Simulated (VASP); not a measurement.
Input of a VASP 6.6.1 run:

Contents of POSCAR:

```
SnO
1.0
    0.0000000000      2.7082147278      2.7082147278
    2.7082147278      0.0000000000      2.7082147278
    2.7082147278      2.7082147278      0.0000000000
Sn O
1 1
Direct
    0.0000000000      0.0000000000      0.0000000000
    0.2500000000      0.2500000000      0.2500000000
```

INCAR.step1

```
SYSTEM = SnO
PREC = Accurate ; ENCUT = 520
ISMEAR = -1 ; SIGMA = 0.02
LREAL = .FALSE. ; LASPH = .TRUE.
NELM = 80 ; NBANDS = 17
GGA = PE ; ALGO = Normal
EDIFF = 1E-4 ; LWAVE = .TRUE.
LCHARG = .FALSE.
```

INCAR.step2

```
SYSTEM = SnO
PREC = Accurate ; ENCUT = 520
EDIFF = 1E-7 ; ISMEAR = -1
SIGMA = 0.02 ; LREAL = .FALSE.
LASPH = .TRUE. ; NELM = 80
ALGO = Normal ; ISIF = 2
LWAVE = .FALSE. ; LCHARG = .FALSE.
METAGGA = R2SCAN ; LMIXTAU = .TRUE.
NBANDS = 17 ; ISTART = 1
```

The input KPOINTS:

```
regular mesh
0
G
  6 6 6
  0 0 0
```

Potentials or basis: VASP PAW PBE potentials, release 64 (Sn_d, O).

Command:

```sh
$ cat potpaw_PBE.64/Sn_d/POTCAR potpaw_PBE.64/O/POTCAR > POTCAR
$ cp INCAR.step1 INCAR
$ mpirun -np 1 vasp_std > vasp.out
$ cp INCAR.step2 INCAR
$ mpirun -np 1 vasp_std > vasp.out
```

What does it give for the band gap on the k mesh?

Zero (band 10 reaches 6.08 eV, above the bottom of band 11 at 5.94 eV).

What does it give for the pressure?

0.2 GPa.

Caveat: the PAW data sets were made with another functional, which shifts forces and pressure a little; spin-orbit coupling is left out, which moves the levels of the heavy elements.
